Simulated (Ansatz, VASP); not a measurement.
# Co: VASP beside Ansatz

```
CELL_PARAMETERS angstrom
2.49304 0.00000 0.00000
-1.24652 2.15904 0.00000
0.00000 0.00000 4.03693
ATOMIC_POSITIONS crystal
Co 0.33333 0.66667 0.25000
Co 0.66667 0.33333 0.75000
```

Alike in both runs: functional PBE; k mesh 20 × 20 × 11; occupations fermi-dirac, width 0.1 eV; collinear spin.

Ansatz relaxed the structure, and its values are those at the end. VASP's run is a single point on that final structure, the one shown.

```csv
,VASP,Ansatz
version,VASP 6.6.1,Ansatz 0.2.0
potentials or method,"VASP PAW PBE potentials, release 64 (Co)","PAW with Ansatz's default frozen-core files, scalar-relativistic"
plane-wave cutoff (eV),520,420
valence electrons in the cell,18,34
```

|  | VASP | Ansatz | Ansatz less VASP |
| --- | --- | --- | --- |
| pressure (GPa) | -0.7 | 0.0 | +0.71 |
| net moment per atom (μB) | 1.60 | 1.61 | +0.006 |
| size of the moment on the site where the two differ most (μB) | 1.62 | 1.68 | +0.062 |

Site moments also hang on the region over which each program counts them. VASP's potentials hold 18 valence electrons a cell and Ansatz's 34, so a difference there can come from the potentials and not from the codes.
